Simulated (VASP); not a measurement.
The system is W.

```xyz
3
Lattice="4.4740 0.0000 0.0000 -2.2370 3.8746 0.0000 0.0000 0.0000 2.7426" Properties=species:S:1:pos:R:3 pbc="T T T"
W     0.0000    0.0000    0.0000
W     0.0000    2.5831    1.3713
W     2.2370    1.2915    1.3713
```

This isn't the form of W at room conditions, which is bcc.

* Program: VASP 6.6.1
* Task: relaxation of cell and atoms
* Functional: BLYP
* Potentials or basis: VASP PAW PBE potentials, release 64 (W_sv)
* Cutoff: 600 eV
* k mesh: 8 × 8 × 11
* Occupations: fermi-dirac, width 0.1 eV
* Spin: no spin polarisation

At the start: pressure 25.4 GPa; volume 15.85 Å³/atom.

**Question.** Where does the relaxation end?

**Answer.** Over 9 steps the energy falls by 230.1 meV/atom and the volume is 17.25 Å³/atom (+8.9 %); space group P6/mmm (No. 191, to 0.1 Å) before and after.

The path:
```
step  energy change (eV)  largest force (eV/Å)  pressure (GPa)  volume (Å³)
   1              0.0000                0.0000           25.38        47.54
   2              1.3706                0.0000          -34.94        66.56
   3             -0.5396                0.0000           -7.63        53.42
   4             -0.5434                0.0000           -5.75        52.97
   5             -0.4832                0.0000            3.99        51.51
   6             -0.6854                0.0000           -2.65        52.33
   7             -0.6855                0.0000           -2.57        52.32
   8             -0.6742                0.0000            4.99        50.74
   9             -0.6903                0.0000            0.00        51.76
```

Final structure:
```
W
1.0
     4.75650    0.00000    0.00000
    -2.37825    4.11925    0.00000
     0.00000    0.00000    2.64157
W
3
Cartesian
  0.0000 0.0000 0.0000
  0.0000 2.7462 1.3208
  2.3782 1.3731 1.3208
```

Caveat: the PAW data sets were made with another functional, which shifts forces and pressure a little.
